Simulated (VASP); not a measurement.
# S (Pm-3m) in VASP: further runs

Runs on S. Level: PBEsol. Tasks: single point.

Program: VASP 6.6.1. These are calculated values, not measurements. Logs are shortened: lines on timing, memory, paths and dates and some standing lists are left out, and cuts for length are marked.

### 1 The cell of the first run

Symmetry: Pm-3m, No. 221, cubic system. Conventional cell: a = 2.400 Å, b = 2.400 Å, c = 2.400 Å, α = 90.00°, β = 90.00°, γ = 90.00°. Within 3.2 Å of S (site symmetry m-3m) lie 6 S at 2.40 Å.

### 2 Single point, PBEsol

The input, INCAR:

```
PREC = Accurate
ENCUT = 520
EDIFF = 1E-6
ISMEAR = -1
SIGMA = 0.1
LREAL = False
LASPH = True
NELM = 80
ALGO = Normal
ISIF = 2
LWAVE = False
LCHARG = False
GGA = PS
NBANDS = 9
```

The input, KPOINTS:

```
Automatic mesh
0
Gamma
  6 6 6
```

The input, POSCAR:

```
S
1.0
    2.3995040594      0.0000000000      0.0000000000
    0.0000000000      2.3995040594      0.0000000000
    0.0000000000      0.0000000000      2.3995040594
S
1
Direct
    0.0000000000      0.0000000000      0.0000000000
```

Potentials or basis: VASP PAW PBE potentials, release 64 (S).

The run is started by

```
> cat potpaw_PBE.64/S/POTCAR > POTCAR
> mpirun -np 1 vasp_std > vasp.out
```

OUTCAR:

```text
PREC = Accurate
   ENCUT = 520
   EDIFF = 1E-6
   ISMEAR = -1
   LREAL = False
   LASPH = True
   NELM = 80
   ISIF = 2
   GGA = PS

 ion  position               nearest neighbor table
   1  0.000  0.000  0.000-

  LATTYP: Found a simple cubic cell.
 ALAT       =     2.3995040594

  Lattice vectors:

 A1 = (   2.3995040594,   0.0000000000,   0.0000000000)
 A2 = (   0.0000000000,   2.3995040594,   0.0000000000)
 A3 = (   0.0000000000,   0.0000000000,   2.3995040594)

Analysis of symmetry for initial positions (statically):
=====================================================================
 Subroutine PRICEL returns:
 Original cell was already a primitive cell.

 Routine SETGRP: Setting up the symmetry group for a
 simple cubic supercell.

 Subroutine GETGRP returns: Found 48 space group operations
 (whereof 48 operations were pure point group operations)
 out of a pool of 48 trial point group operations.

The static configuration has the point symmetry O_h .

Analysis of symmetry for dynamics (positions and initial velocities):
=====================================================================
 Subroutine PRICEL returns:
 Original cell was already a primitive cell.

 Routine SETGRP: Setting up the symmetry group for a
 simple cubic supercell.

 Subroutine GETGRP returns: Found 48 space group operations
 (whereof 48 operations were pure point group operations)
 out of a pool of 48 trial point group operations.

The dynamic configuration has the point symmetry O_h .

 Subroutine INISYM returns: Found 48 space group operations
 (whereof 48 operations are pure point group operations),
 and found     1 'primitive' translations

----------------------------------------------------------------------------------------

                                     Primitive cell

  volume of cell :      13.8154

  direct lattice vectors                    reciprocal lattice vectors
     2.399504059  0.000000000  0.000000000     0.416752785  0.000000000  0.000000000
     0.000000000  2.399504059  0.000000000     0.000000000  0.416752785  0.000000000
     0.000000000  0.000000000  2.399504059     0.000000000  0.000000000  0.416752785

  length of vectors
     2.399504059  2.399504059  2.399504059     0.416752785  0.416752785  0.416752785

  position of ions in fractional coordinates (direct lattice)
     0.000000000  0.000000000  0.000000000

  ion indices of the primitive-cell ions
   primitive index   ion index
                 1           1

----------------------------------------------------------------------------------------

 KPOINTS: Automatic mesh

Automatic generation of k-mesh.
 Grid dimensions read from file:
 generate k-points for:    6    6    6

 Generating k-lattice:

  Cartesian coordinates                     Fractional coordinates (reciprocal lattice)
     0.069458798  0.000000000  0.000000000     0.166666667  0.000000000  0.000000000
     0.000000000  0.069458798  0.000000000     0.000000000  0.166666667  0.000000000
     0.000000000  0.000000000  0.069458798     0.000000000  0.000000000  0.166666667

  Length of vectors
     0.069458798  0.069458798  0.069458798

  Shift w.r.t. Gamma in fractional coordinates (k-lattice)
     0.000000000  0.000000000  0.000000000

 Subroutine IBZKPT returns following result:
 ===========================================

 Found     20 irreducible k-points:

 Following reciprocal coordinates:
            Coordinates               Weight
  0.000000  0.000000  0.000000      1.000000
  0.166667  0.000000  0.000000      6.000000
  0.333333  0.000000  0.000000      6.000000
  0.500000  0.000000  0.000000      3.000000
  0.166667  0.166667  0.000000     12.000000
  0.333333  0.166667  0.000000     24.000000
[... 12 lines left out ...]
  0.500000  0.500000  0.333333      6.000000
  0.500000  0.500000  0.500000      1.000000
   k-points           NKPTS =     20   k-points in BZ     NKDIM =     20   number of bands    NBANDS=      9
   number of dos      NEDOS =    301   number of ions     NIONS =      1
   total plane-waves  NPLWV =   5832
   dimension x,y,z NGX =    18 NGY =   18 NGZ =   18
   dimension x,y,z NGXF=    36 NGYF=   36 NGZF=   36
   ions per type =               1
   NGX,Y,Z   is equivalent  to a cutoff of  12.47, 12.47, 12.47 a.u.
   NGXF,Y,Z  is equivalent  to a cutoff of  24.94, 24.94, 24.94 a.u.
 SYSTEM =  unknown system
   PREC   = accura    normal or accurate (medium, high low for compatibility)
   ISTART =      0    job   : 0-new  1-cont  2-samecut
   ICHARG =      2    charge: 1-file 2-atom 10-const
   ISPIN  =      1    spin polarized calculation?
   LNONCOLLINEAR =      F non collinear calculations
   LSORBIT =      F    spin-orbit coupling
   LASPH  =      T    aspherical Exc in radial PAW
   ENCUT  =  520.0 eV  38.22 Ry    6.18 a.u.   4.46  4.46  4.46*2*pi/ulx,y,z
   NELM   =     80;   NELMIN=  2; NELMDL= -5     # of ELM steps
   EDIFF  = 0.1E-05   stopping-criterion for ELM
   LREAL  =      F    real-space projection
   EDIFFG = 0.1E-04   stopping-criterion for IOM
   NSW    =      0    number of steps for IOM
   IBRION =     -1    ionic relax: 0-MD 1-quasi-New 2-CG
   NFREE  =      0    steps in history (QN), initial steepest desc. (CG)
   ISIF   =      2    stress and relaxation
   ISYM   =      2    0-nonsym 1-usesym 2-fastsym
   POTIM  = 0.5000    time-step for ionic-motion
   TEBEG  =    0.0;   TEEND  =   0.0 temperature during run
   PSTRESS=    0.0 pullay stress
   NELECT =       6.0000    total number of electrons
   NUPDOWN=      -1.0000    fix difference up-down
   EMIN   =  10.00;   EMAX   =-10.00  energy-range for DOS
   EFERMI =   0.00;   METHOD = LEGACY
   ISMEAR =    -1;   SIGMA  =   0.10  broadening in eV -4-tet -1-fermi 0-gaus
   EFERMI_NEDOS =   21; number of points for ismear=-14 and -15
   IALGO  =     38    algorithm
   IMIX   =      4    mixing-type and parameters
     AMIX     =   0.40;   BMIX     =  1.00
     AMIX_MAG =   1.60;   BMIX_MAG =  1.00
  volume/ion in A,a.u.               =      13.82        93.23
  Fermi-wavevector in a.u.,A,eV,Ry     =   1.239758  2.342804 20.912170  1.537001
  Thomas-Fermi vector in A             =   2.374228
   LORBIT       =      0    0 simple, 1 ext, 2 COOP (PROOUT), +10 PAW based schemes
   GGA     = PS    functional components
   LHFCALC =     F    Hartree Fock is set to
   AEXX    =    0.0000 exact exchange contribution
   IVDW    =     0    specifies the selected vdW correction
   LEPSILON=     F    determine dielectric tensor
   LRPA    =     F    only Hartree local field effects (RPA)
 non-spin polarized calculation
  energy-cutoff  :      520.00
  volume of cell :       13.82
 maximum number of plane-waves:       380
 NGX is ok and might be reduce to    18
   NGX =  9   NGY =  9   NGZ =  9

 number of electron       6.0000001 magnetization

 Free energy of the ion-electron system (eV)
  ---------------------------------------------------
  ext. energy  EPLUGINS =         0.00000000
  ---------------------------------------------------
  free energy    TOTEN  =        -3.72431281 eV

  energy without entropy =       -3.71236659  energy(sigma->0) =       -3.71833970

 E-fermi :  10.3993     XC(G=0): -11.7527

 val. band max:        9.9575352899   @ k =   0.1667   0.1667   0.1667
 cond. band min:      10.4296215847   @ k =   0.5000   0.1667   0.1667
 fundamental gap:      0.4720862948
 Fermi energy:        10.3993387300

 k-point     1 :       0.0000    0.0000    0.0000
  band No.  band energies     occupation
      1      -9.0956      2.00000
      2      12.3429      0.00000
      3      12.3429      0.00000
      4      12.3429      0.00000
      5      16.8997      0.00000
      6      16.8997      0.00000
      7      22.2872      0.00000
      8      34.2061      0.00000
      9      34.2061      0.00000

 k-point     2 :       0.1667    0.0000    0.0000
  band No.  band energies     occupation
      1      -8.4869      2.00000
      2       7.8474      2.00000
      3      12.7729      0.00000
      4      12.7729      0.00000
      5      17.3883      0.00000
      6      20.3151      0.00000
      7      24.7112      0.00000
      8      30.7302      0.00000
      9      30.7302      0.00000

 k-point     3 :       0.3333    0.0000    0.0000
  band No.  band energies     occupation
      1      -6.7980      2.00000
      2       2.6653      2.00000
      3      13.8372      0.00000
      4      13.8372      0.00000
      5      18.5951      0.00000
      6      22.9895      0.00000
      7      26.3949      0.00000
      8      26.3949      0.00000
      9      28.4612      0.00000

 k-point     4 :       0.5000    0.0000    0.0000
  band No.  band energies     occupation
      1      -5.2924      2.00000
      2      -0.0480      2.00000
      3      14.5447      0.00000
      4      14.5447      0.00000
      5      19.3949      0.00000
      6      24.5205      0.00000
      7      24.5205      0.00000
      8      25.9778      0.00000
      9      26.0896      0.00000
[... 157 lines left out ...]
 k-point    18 :       0.5000    0.3333    0.3333
  band No.  band energies     occupation
      1      -0.6300      2.00000
      2       3.7808      2.00000
      3       6.8675      2.00000
      4       8.4587      2.00000
      5      15.3045      0.00000
      6      16.2257      0.00000
      7      19.2135      0.00000
      8      27.0812      0.00000
      9      34.8738      0.00000

 k-point    19 :       0.5000    0.5000    0.3333
  band No.  band energies     occupation
      1       1.0796      2.00000
      2       4.7536      2.00000
      3       4.7536      2.00000
      4       8.7097      2.00000
      5      13.4528      0.00000
      6      17.0567      0.00000
      7      17.0567      0.00000
      8      24.4470      0.00000
      9      36.6705      0.00000

 k-point    20 :       0.5000    0.5000    0.5000
  band No.  band energies     occupation
      1       3.1057      2.00000
      2       5.6497      2.00000
      3       5.6497      2.00000
      4       5.6497      2.00000
      5      14.8669      0.00000
      6      14.8669      0.00000
      7      14.8669      0.00000
      8      21.6254      0.00000
      9      41.3092      0.00000

------------------------ aborting loop because EDIFF is reached ----------------------------------------

  FORCE on cell =-STRESS in cart. coord.  units (eV):
  Direction    XX          YY          ZZ          XY          YZ          ZX
  --------------------------------------------------------------------------------------
  -------------------------------------------------------------------------------------
  Total        1.7436140      1.7436140      1.7436140      0.0000000     -0.0000000      0.0000000
  in kB      202.2071269    202.2071269    202.2071269      0.0000000     -0.0000000      0.0000000
  external PRESSURE =     202.2071269 kB  Pullay stress =       0.0000000 kB

 VOLUME and BASIS-vectors are now :
 -----------------------------------------------------------------------------
  energy-cutoff  :      520.00
  volume of cell :       13.82
      direct lattice vectors                 reciprocal lattice vectors
     2.399504059  0.000000000  0.000000000     0.416752785  0.000000000  0.000000000
     0.000000000  2.399504059  0.000000000     0.000000000  0.416752785  0.000000000
     0.000000000  0.000000000  2.399504059     0.000000000  0.000000000  0.416752785

 POSITION                                       TOTAL-FORCE (eV/Angst)
 -----------------------------------------------------------------------------------
      0.00000      0.00000      0.00000         0.000000      0.000000      0.000000
 -----------------------------------------------------------------------------------
    total drift:                               -0.000000      0.000000     -0.000000

  FREE ENERGIE OF THE ION-ELECTRON SYSTEM (eV)
  ---------------------------------------------------
  free  energy   TOTEN  =        -3.7243128098 eV

  energy  without entropy=       -3.7123665931  energy(sigma->0) =       -3.71833970
```

Wall time 3 s (1 thread of Intel Xeon 6975P-C, shared host); peak memory 0.11 GiB.

Results:

* Free energy: -3.7243 eV
* Pressure: 20.2 GPa
* Band gap on the k mesh: zero (band 3 reaches 14.54 eV, above the bottom of band 4 at 5.65 eV)

Levels at points of the mesh, in eV from the Fermi level:
| k point | band 1 | band 2 | band 3 | band 4 | band 5 | band 6 |
| --- | --- | --- | --- | --- | --- | --- |
| (0.00, 0.00, 0.00) | -19.49 | 1.94 | 1.94 | 1.94 | 6.50 | 6.50 |
| (0.50, 0.00, 0.00) | -15.69 | -10.45 | 4.15 | 4.15 | 9.00 | 14.12 |
| (0.50, 0.50, 0.00) | -11.74 | -7.41 | -7.41 | 0.74 | 6.11 | 15.41 |
| (0.50, 0.50, 0.50) | -7.29 | -4.75 | -4.75 | -4.75 | 4.47 | 4.47 |

Caveat: the k points lie up to 0.44 Å⁻¹ apart; the PAW data sets were made with another functional, which shifts forces and pressure a little.

### 3 Single point, PBEsol

This run uses another cell than the first one, of 12.42 Å³/atom, 0.899 times its volume.

The input, INCAR:

```
  PREC = Accurate
  ENCUT = 520
  EDIFF = 1E-6
  ISMEAR = -1
  SIGMA = 0.1
  LREAL = F
  LASPH = T
  NELM = 60
  ALGO = Normal
  ISIF = 2
  LWAVE = F
  LCHARG = F
  GGA = PS
  NBANDS = 9
```

KPOINTS is that of step 2.

The input, POSCAR:

```
S
1.0
    2.3156556364      0.0000000000      0.0000000000
    0.0000000000      2.3156556364      0.0000000000
    0.0000000000      0.0000000000      2.3156556364
S
1
Direct
    0.0000000000      0.0000000000      0.0000000000
```

Potentials or basis: VASP PAW PBE potentials, release 64 (S).

The run is started by

```
> cat potpaw_PBE.64/S/POTCAR > POTCAR
> mpirun -np 1 vasp_std > vasp.out
```

Run time: 2.8 s. Hardware: 1 thread of Intel Xeon 6975P-C, shared host; peak memory 0.11 GiB.

It converged, with:

```yaml
Free_energy: -3.4602 eV
Pressure: 40.5 GPa
Band_gap_on_the_k_mesh: zero (band 3 reaches 17.14 eV, above the bottom of band 4 at 7.06 eV)
```

Levels at points of the mesh, in eV from the Fermi level:
```tsv
k point	band 1	band 2	band 3	band 4	band 5	band 6	band 7
(0.00, 0.00, 0.00)	-20.82	2.32	2.32	2.32	6.12	6.12	13.04
(0.50, 0.00, 0.00)	-16.44	-11.64	4.93	4.93	8.84	14.38	14.38
(0.50, 0.50, 0.00)	-11.81	-8.20	-8.20	-0.14	7.28	16.42	17.06
(0.50, 0.50, 0.50)	-6.39	-5.15	-5.15	-5.15	3.90	3.90	3.90
```

Caveat: the k points lie up to 0.45 Å⁻¹ apart; the PAW data sets were made with another functional, which shifts forces and pressure a little.

### 4 Single point, PBEsol

This run uses another cell than the first one, of 11.28 Å³/atom, 0.816 times its volume.

The input, INCAR:

```
SYSTEM = S
PREC     = Accurate       ! precision mode
ENCUT    = 520            ! plane-wave cutoff, eV
EDIFF    = 1E-6           ! SCF threshold, eV
ISMEAR   = -1             ! smearing method
SIGMA    = 0.1            ! smearing width, eV
LREAL    = .FALSE.        ! projectors in reciprocal space
LASPH    = .TRUE.         ! aspherical terms in the spheres
NELM     = 60             ! most SCF steps
ALGO     = Normal         ! electronic algorithm
ISIF     = 2              ! what is computed and relaxed
LWAVE    = .FALSE.        ! write WAVECAR
LCHARG   = .FALSE.        ! write CHGCAR
GGA      = PS             ! functional
NBANDS   = 9              ! bands
```

The input, KPOINTS:

```
Automatic mesh
0
G
  6 6 6
  0 0 0
```

The input, POSCAR:

```
S
1.0
    2.2426437603      0.0000000000      0.0000000000
    0.0000000000      2.2426437603      0.0000000000
    0.0000000000      0.0000000000      2.2426437603
S
1
Direct
    0.0000000000      0.0000000000      0.0000000000
```

The run is started by

```
> cat potpaw_PBE.64/S/POTCAR > POTCAR
> mpirun -np 1 vasp_std > vasp.out
```

Wall time 3 s (1 thread of Intel Xeon 6975P-C, shared host); peak memory 0.11 GiB.

It converged, with:

| Property | Result |
| --- | --- |
| Free energy | -3.1000 eV |
| Pressure | 60.6 GPa |
| Band gap on the k mesh | zero (band 3 reaches 19.67 eV, above the bottom of band 4 at 8.52 eV) |

Levels at points of the mesh, in eV from the Fermi level:
```csv
k point,band 1,band 2,band 3,band 4,band 5,band 6
"(0.00, 0.00, 0.00)",-22.08,2.73,2.73,2.73,5.78,5.78
"(0.50, 0.00, 0.00)",-17.15,-12.75,5.75,5.75,8.72,14.68
"(0.50, 0.50, 0.00)",-11.85,-8.92,-8.92,-0.95,8.50,17.50
"(0.50, 0.50, 0.50)",-5.50,-5.50,-5.50,-5.40,3.39,3.39
```

Caveat: the k points lie up to 0.47 Å⁻¹ apart; the PAW data sets were made with another functional, which shifts forces and pressure a little.

### 5 Summary

| cell | gap on the mesh (eV) | pressure (GPa) |
| --- | --- | --- |
| a = 2.400 Å, 1 atom | none | 20.2 |
| a = 2.316 Å, 1 atom | none | 40.5 |
| a = 2.243 Å, 1 atom | none | 60.6 |

Alike in all rows: task single point; level PBEsol; potentials or basis VASP PAW PBE potentials, release 64 (S); no spin polarisation; k mesh 6 × 6 × 6; cutoff (eV) 520; smearing fermi-dirac 0.1 eV.

Caveats: all runs use coarse meshes; the PAW data sets were made with another functional, which shifts forces and pressure a little.

Total energies depend on the potentials used, so only differences within one code and one set of settings carry meaning.
